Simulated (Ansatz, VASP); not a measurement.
**One calculation of Sb, two programs**

Contents of INCAR:

```
SYSTEM = Sb
  ALGO = Normal
  EDIFF = 1E-6
  ENCUT = 520
  GGA = PS
  ISIF = 2
  ISMEAR = -1
  LASPH = .True.
  LCHARG = .False.
  LREAL = .False.
  LWAVE = .False.
  NBANDS = 14
  NELM = 60
  PREC = Accurate
  SIGMA = 0.1
```

Contents of KPOINTS:

```
k-points
0
Gamma
  8 8 11
  0 0 0
```

File POSCAR:

```
Sb
1.0
    5.4160990797      0.0000000000      0.0000000000
   -2.7080495398      4.6904793925      0.0000000000
    0.0000000000      0.0000000000      3.2326183600
Sb
3
Direct
    1.0000000000      0.0000000000      0.0000000000
    0.3333333333      0.6666666667      0.5000000000
    0.6666666667      0.3333333333      0.5000000000
```

Input for Ansatz:

```yaml
crystal:
  lattice:
    - [5.4160990797, 0.0, 0.0]
    - [-2.7080495398, 4.6904793925, 0.0]
    - [0.0, 0.0, 3.23261836]
  atoms:
    - { symbol: Sb, position: [1.0, 0.0, 0.0] }
    - { symbol: Sb, position: [0.3333333333, 0.6666666667, 0.5] }
    - { symbol: Sb, position: [0.6666666667, 0.3333333333, 0.5] }
hamiltonian:
  xc: pbesol
  pseudopotentials:
    kind: paw
    azcp:
      Sb: "pseudopotentials/Sb.paw.azcp"
basis:
  ecutwfc: 420
  fft_grid_basis: typed
kpoints:
  mp_grid: { grid: [8, 8, 11], shift: [0, 0, 0] }
magnetization:
  spin_polarized: false
scf:
  occupations: { method: fermi_dirac, width: 0.1 }
  lower_state_search: "off"
output:
  stress: true
```

Alike in both runs: task single point; functional PBEsol; k mesh 8 × 8 × 11; occupations fermi-dirac, width 0.1 eV; no spin polarisation.

|  | VASP | Ansatz |
| --- | --- | --- |
| version | VASP 6.6.1 | Ansatz 0.2.0 |
| potentials or method | VASP PAW PBE potentials, release 64 (Sb), cutoff 520 eV | plane waves (420 eV) with PAW, scalar-relativistic |
| valence electrons in the cell | 15 | 45 |

|  | VASP | Ansatz | Ansatz less VASP |
| --- | --- | --- | --- |
| pressure (GPa) | -2.6 | -2.6 | +0.01 |
| traceless stress, the component that is largest in VASP (GPa) | -1.26 | -1.25 | +0.008 |

VASP's potentials were made for PBE, not for PBEsol, and Ansatz warns of the same on its side. VASP's potentials hold 15 valence electrons a cell and Ansatz's 45, so a difference there can come from the potentials and not from the codes.

Neither program's run includes spin-orbit coupling.
